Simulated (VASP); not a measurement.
Input of a VASP 6.6.1 run:

File INCAR:

```
SYSTEM = LiH
ALGO = Normal
EDIFF = 1E-8
ENCUT = 520
GGA = CA
ISIF = 2
ISMEAR = -1
LASPH = .TRUE.
LCHARG = .FALSE.
LEFG = .TRUE.
LREAL = .FALSE.
LWAVE = .FALSE.
NBANDS = 9
NELM = 60
PREC = Accurate
SIGMA = 0.03
```

KPOINTS

```
k-points
0
G
  11 11 11
  0 0 0
```

Contents of POSCAR:

```
LiH
1.0
    0.0000000000      2.0723630616      2.0723630616
    2.0723630616      0.0000000000      2.0723630616
    2.0723630616      2.0723630616      0.0000000000
Li H
1 1
Direct
    0.0000000000      0.0000000000      0.0000000000
    0.5000000000      0.5000000000      0.5000000000
```

Potentials or basis: VASP PAW LDA potentials, release 64 (Li_sv, H).

Launch:

```bash
$ cat potpaw_LDA.64/Li_sv/POTCAR potpaw_LDA.64/H/POTCAR > POTCAR
$ mpirun -np 1 vasp_std > vasp.out
```

Predict the band gap on the k mesh.

2.87 eV, direct.

Caveat: without QUAD_EFG the Cq values of the log hold for a quadrupole moment of 1 mb, not for the nuclei. A k mesh can miss the band edges.
